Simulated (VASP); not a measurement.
# Ga3Se (P4/mmm) in VASP: notebook

The runs below take Ga3Se through single point, with PBE+D3(BJ).

All numbers are computed with VASP 6.6.1; they aren't measurements. Logs are shortened: lines on timing, memory, paths and dates and some standing lists are left out, and cuts for length are marked.

## Step 1: The cell of the first run

The structure is tetragonal, space group P4/mmm (No. 123). Conventional cell: a = 4.324 Å, b = 4.324 Å, c = 4.453 Å, α = 90.00°, β = 90.00°, γ = 90.00°. Ga (site symmetry mmm) has 8 Ga at 3.06 to 3.10 Å and 4 Se at 3.10 Å within 4.0 Å. Ga (site symmetry 4/mmm) has 4 Se at 3.06 Å and 8 Ga at 3.10 Å within 4.0 Å. Se (site symmetry 4/mmm) has 12 Ga at 3.06 to 3.10 Å within 4.0 Å.

## Step 2: Single point, PBE+D3(BJ) (strain +0.000 along x and y, +0.030 along z)

INCAR

```
SYSTEM = Ga3Se
PREC = Accurate
ENCUT = 520
EDIFF = 1E-6
ISMEAR = 0
SIGMA = 0.15
LREAL = .False.
LASPH = .True.
NELM = 80
ALGO = Normal
ISIF = 2
LWAVE = .False.
LCHARG = .True.
GGA = PE
IVDW = 12
LELF = .True.
LVHAR = .True.
NBANDS = 30
```

KPOINTS

```
regular mesh
0
Gamma
  12 12 12
  0 0 0
```

POSCAR

```
Ga3Se
1.0
    4.3236103157      0.0000000000      0.0000000000
    0.0000000000      4.3236103157      0.0000000000
    0.0000000000      0.0000000000      4.4533186252
Ga Se
3 1
Direct
    0.0000000000      0.5000000000      0.5000000000
    0.5000000000      0.0000000000      0.5000000000
    0.5000000000      0.5000000000      0.0000000000
    0.0000000000      0.0000000000      0.0000000000
```

Potentials or basis: VASP PAW PBE potentials, release 64 (Ga_d, Se).

Run with:

```console
> cat potpaw_PBE.64/Ga_d/POTCAR potpaw_PBE.64/Se/POTCAR > POTCAR
> mpirun -np 1 vasp_std > vasp.out
```

OUTCAR:

```text
SYSTEM = Ga3Se
   PREC = Accurate
   ENCUT = 520
   EDIFF = 1E-6
   ISMEAR = 0
   LREAL = .False.
   LASPH = .True.
   NELM = 80
   ISIF = 2
   GGA = PE
   IVDW = 12
 IVDW          = 12

 ion  position               nearest neighbor table
   1  0.000  0.500  0.500-
   2  0.500  0.000  0.500-
   3  0.500  0.500  0.000-
   4  0.000  0.000  0.000-

  LATTYP: Found a simple tetragonal cell.
 ALAT       =     4.3236103157
 C/A-ratio  =     1.0300000000

  Lattice vectors:

 A1 = (   4.3236103157,   0.0000000000,   0.0000000000)
 A2 = (   0.0000000000,   4.3236103157,   0.0000000000)
 A3 = (   0.0000000000,   0.0000000000,   4.4533186252)

Analysis of symmetry for initial positions (statically):
=====================================================================
 Subroutine PRICEL returns:
 Original cell was already a primitive cell.

 Routine SETGRP: Setting up the symmetry group for a
 simple tetragonal supercell.

 Subroutine GETGRP returns: Found 16 space group operations
 (whereof 16 operations were pure point group operations)
 out of a pool of 16 trial point group operations.

The static configuration has the point symmetry D_4h.

Analysis of symmetry for dynamics (positions and initial velocities):
=====================================================================
 Subroutine PRICEL returns:
 Original cell was already a primitive cell.

 Routine SETGRP: Setting up the symmetry group for a
 simple tetragonal supercell.

 Subroutine GETGRP returns: Found 16 space group operations
 (whereof 16 operations were pure point group operations)
 out of a pool of 16 trial point group operations.

The dynamic configuration has the point symmetry D_4h.

 Subroutine INISYM returns: Found 16 space group operations
 (whereof 16 operations are pure point group operations),
 and found     1 'primitive' translations

----------------------------------------------------------------------------------------

                                     Primitive cell

  volume of cell :      83.2486

  direct lattice vectors                    reciprocal lattice vectors
     4.323610316  0.000000000  0.000000000     0.231288189  0.000000000  0.000000000
     0.000000000  4.323610316  0.000000000     0.000000000  0.231288189  0.000000000
     0.000000000  0.000000000  4.453318625     0.000000000  0.000000000  0.224551640

  length of vectors
     4.323610316  4.323610316  4.453318625     0.231288189  0.231288189  0.224551640

  position of ions in fractional coordinates (direct lattice)
     0.000000000  0.500000000  0.500000000
     0.500000000  0.000000000  0.500000000
     0.500000000  0.500000000  0.000000000
     0.000000000  0.000000000  0.000000000

  ion indices of the primitive-cell ions
   primitive index   ion index
                 1           1
                 2           2
                 3           3
                 4           4

----------------------------------------------------------------------------------------

 KPOINTS: regular mesh

Automatic generation of k-mesh.
 Grid dimensions read from file:
 generate k-points for:   12   12   12

 Generating k-lattice:

  Cartesian coordinates                     Fractional coordinates (reciprocal lattice)
     0.019274016  0.000000000  0.000000000     0.083333333  0.000000000  0.000000000
     0.000000000  0.019274016  0.000000000     0.000000000  0.083333333  0.000000000
     0.000000000  0.000000000  0.018712637     0.000000000  0.000000000  0.083333333

  Length of vectors
     0.019274016  0.019274016  0.018712637

  Shift w.r.t. Gamma in fractional coordinates (k-lattice)
     0.000000000  0.000000000  0.000000000

 Subroutine IBZKPT returns following result:
 ===========================================

 Found    196 irreducible k-points:

 Following reciprocal coordinates:
            Coordinates               Weight
  0.000000  0.000000  0.000000      1.000000
  0.083333  0.000000  0.000000      4.000000
  0.166667  0.000000  0.000000      4.000000
  0.250000  0.000000  0.000000      4.000000
  0.333333  0.000000  0.000000      4.000000
  0.416667  0.000000  0.000000      4.000000
[... 16 lines left out ...]
  0.333333  0.333333  0.000000      4.000000
  0.416667  0.333333  0.000000      8.000000
 [... further k-points ...]
   k-points           NKPTS =    196   k-points in BZ     NKDIM =    196   number of bands    NBANDS=     30
   number of dos      NEDOS =    301   number of ions     NIONS =      4
   total plane-waves  NPLWV =  36864
   dimension x,y,z NGX =    32 NGY =   32 NGZ =   36
   dimension x,y,z NGXF=    64 NGYF=   64 NGZF=   72
   ions per type =               3   1
   NGX,Y,Z   is equivalent  to a cutoff of  12.30, 12.30, 13.44 a.u.
   NGXF,Y,Z  is equivalent  to a cutoff of  24.61, 24.61, 26.88 a.u.
 SYSTEM =  Ga3Se
   PREC   = accura    normal or accurate (medium, high low for compatibility)
   ISTART =      0    job   : 0-new  1-cont  2-samecut
   ICHARG =      2    charge: 1-file 2-atom 10-const
   ISPIN  =      1    spin polarized calculation?
   LNONCOLLINEAR =      F non collinear calculations
   LSORBIT =      F    spin-orbit coupling
   LASPH  =      T    aspherical Exc in radial PAW
   ENCUT  =  520.0 eV  38.22 Ry    6.18 a.u.   8.04  8.04  8.28*2*pi/ulx,y,z
   NELM   =     80;   NELMIN=  2; NELMDL= -5     # of ELM steps
   EDIFF  = 0.1E-05   stopping-criterion for ELM
   LREAL  =      F    real-space projection
   EDIFFG = 0.1E-04   stopping-criterion for IOM
   NSW    =      0    number of steps for IOM
   IBRION =     -1    ionic relax: 0-MD 1-quasi-New 2-CG
   NFREE  =      0    steps in history (QN), initial steepest desc. (CG)
   ISIF   =      2    stress and relaxation
   ISYM   =      2    0-nonsym 1-usesym 2-fastsym
   POTIM  = 0.5000    time-step for ionic-motion
   TEBEG  =    0.0;   TEEND  =   0.0 temperature during run
   PSTRESS=    0.0 pullay stress
   NELECT =      45.0000    total number of electrons
   NUPDOWN=      -1.0000    fix difference up-down
   EMIN   =  10.00;   EMAX   =-10.00  energy-range for DOS
   EFERMI =   0.00;   METHOD = LEGACY
   ISMEAR =     0;   SIGMA  =   0.15  broadening in eV -4-tet -1-fermi 0-gaus
   EFERMI_NEDOS =   21; number of points for ismear=-14 and -15
   IALGO  =     38    algorithm
   IMIX   =      4    mixing-type and parameters
     AMIX     =   0.40;   BMIX     =  1.00
     AMIX_MAG =   1.60;   BMIX_MAG =  1.00
  volume/ion in A,a.u.               =      20.81       140.45
  Fermi-wavevector in a.u.,A,eV,Ry     =   1.333583  2.520106 24.197194  1.778444
  Thomas-Fermi vector in A             =   2.462430
   LORBIT       =      0    0 simple, 1 ext, 2 COOP (PROOUT), +10 PAW based schemes
   GGA     = PE    functional components
   LHFCALC =     F    Hartree Fock is set to
   AEXX    =    0.0000 exact exchange contribution
   IVDW    =    12    specifies the selected vdW correction
   LEPSILON=     F    determine dielectric tensor
   LRPA    =     F    only Hartree local field effects (RPA)
 non-spin polarized calculation
 Gauss-broadening in eV      SIGMA  =   0.15
  energy-cutoff  :      520.00
  volume of cell :       83.25
 maximum number of plane-waves:      2280
   NGX = 17   NGY = 17   NGZ = 17

 number of electron      45.0000027 magnetization

 Free energy of the ion-electron system (eV)
  ---------------------------------------------------
  ext. energy  EPLUGINS =         0.00000000
  ---------------------------------------------------
  free energy    TOTEN  =       -12.41924771 eV

  energy without entropy =      -12.40299772  energy(sigma->0) =      -12.41112272

 E-fermi :   5.0371     XC(G=0): -10.4838

 val. band max:        5.0371104400   @ k =   0.3333   0.0833   0.2500
 cond. band min:       5.0417021669   @ k =   0.5000   0.0833   0.4167
 fundamental gap:      0.0045917269
 Fermi energy:         5.0371357854

 k-point     1 :       0.0000    0.0000    0.0000
  band No.  band energies     occupation
      1     -10.0385      2.00000
      2     -10.0137      2.00000
      3      -9.9981      2.00000
      4      -9.9981      2.00000
      5      -9.9575      2.00000
      6      -9.9376      2.00000
[... 22 lines left out ...]
     29      11.1461      0.00000
     30      12.1181      0.00000

 k-point     2 :       0.0833    0.0000    0.0000
  band No.  band energies     occupation
      1     -10.0330      2.00000
      2     -10.0096      2.00000
      3      -9.9971      2.00000
      4      -9.9945      2.00000
      5      -9.9551      2.00000
      6      -9.9366      2.00000
[... 22 lines left out ...]
     29      11.3891      0.00000
     30      12.2109      0.00000

 k-point     3 :       0.1667    0.0000    0.0000
  band No.  band energies     occupation
      1     -10.0173      2.00000
      2      -9.9973      2.00000
      3      -9.9940      2.00000
      4      -9.9839      2.00000
      5      -9.9487      2.00000
      6      -9.9329      2.00000
[... 22 lines left out ...]
     29      11.8813      0.00000
     30      12.3507      0.00000

 k-point     4 :       0.2500    0.0000    0.0000
  band No.  band energies     occupation
      1      -9.9937      2.00000
      2      -9.9896      2.00000
      3      -9.9777      2.00000
      4      -9.9671      2.00000
      5      -9.9413      2.00000
      6      -9.9251      2.00000
[... 22 lines left out ...]
     29      12.3337      0.00000
     30      12.5812      0.00000

 k-point     5 :       0.3333    0.0000    0.0000
  band No.  band energies     occupation
      1      -9.9849      2.00000
      2      -9.9665      2.00000
      3      -9.9522      2.00000
      4      -9.9456      2.00000
      5      -9.9346      2.00000
      6      -9.9128      2.00000
[... 22 lines left out ...]
     29      11.7557      0.00000
     30      12.0509      0.00000
[... 526 lines left out ...]
     29       9.4439      0.00000
     30      10.7406      0.00000

 k-point    22 :       0.5000    0.2500    0.0000
  band No.  band energies     occupation
      1      -9.9541      2.00000
      2      -9.9438      2.00000
      3      -9.9418      2.00000
      4      -9.9263      2.00000
      5      -9.9043      2.00000
      6      -9.8885      2.00000
[... 22 lines left out ...]
     29       9.1657      0.00000
     30      11.9350      0.00000

 k-point    23 :       0.3333    0.3333    0.0000
  band No.  band energies     occupation
      1      -9.9686      2.00000
      2      -9.9543      2.00000
      3      -9.9263      2.00000
      4      -9.9177      2.00000
      5      -9.9149      2.00000
      6      -9.9117      2.00000
[... 22 lines left out ...]
     29       9.9283      0.00000
     30      10.3405      0.00000

 k-point    24 :       0.4167    0.3333    0.0000
  band No.  band energies     occupation
      1      -9.9604      2.00000
      2      -9.9449      2.00000
      3      -9.9357      2.00000
      4      -9.9248      2.00000
      5      -9.9173      2.00000
      6      -9.8893      2.00000
[... 22 lines left out ...]
     29      10.0202      0.00000
     30      11.3560      0.00000

 [... further k-points ...]

------------------------ aborting loop because EDIFF is reached ----------------------------------------

 Edisp (eV)   -1.22683

 E8    (eV) :    -0.5518

  FORCE on cell =-STRESS in cart. coord.  units (eV):
  Direction    XX          YY          ZZ          XY          YZ          ZX
  --------------------------------------------------------------------------------------
  -------------------------------------------------------------------------------------
  Total      -0.59007    -0.59007    -0.68264     0.00000     0.00000     0.00000
  in kB     -11.35632   -11.35632   -13.13789     0.00000     0.00000     0.00000
  external pressure =      -11.95 kB  Pullay stress =        0.00 kB

 VOLUME and BASIS-vectors are now :
 -----------------------------------------------------------------------------
  energy-cutoff  :      520.00
  volume of cell :       83.25
      direct lattice vectors                 reciprocal lattice vectors
     4.323610316  0.000000000  0.000000000     0.231288189  0.000000000  0.000000000
     0.000000000  4.323610316  0.000000000     0.000000000  0.231288189  0.000000000
     0.000000000  0.000000000  4.453318625     0.000000000  0.000000000  0.224551640

 POSITION                                       TOTAL-FORCE (eV/Angst)
 -----------------------------------------------------------------------------------
      0.00000      2.16181      2.22666         0.000000      0.000000      0.000000
      2.16181      0.00000      2.22666         0.000000      0.000000      0.000000
      2.16181      2.16181      0.00000         0.000000      0.000000      0.000000
      0.00000      0.00000      0.00000         0.000000      0.000000      0.000000
 -----------------------------------------------------------------------------------
    total drift:                                0.000000     -0.000000     -0.000000

  FREE ENERGIE OF THE ION-ELECTRON SYSTEM (eV)
  ---------------------------------------------------
  free  energy   TOTEN  =       -13.6460770847 eV

  energy  without entropy=      -13.6298270896  energy(sigma->0) =      -13.63795209
```

Run time: 2.8 min. Hardware: 1 thread of Intel Xeon Platinum 8488C (Sapphire Rapids), shared host; peak memory 0.49 GiB.

What came out:

| Item | Value |
| --- | --- |
| Free energy | -13.6461 eV |
| Pressure | -1.2 GPa |
| Band gap on the k mesh | zero (an odd number of electrons rules out a gap without spin polarisation) |
| Dispersion energy per atom | -0.307 eV |

Caveat: the cell differs from its parent crystal (strain +0.000 along x and y, +0.030 along z).

[end of part 1 of 3]
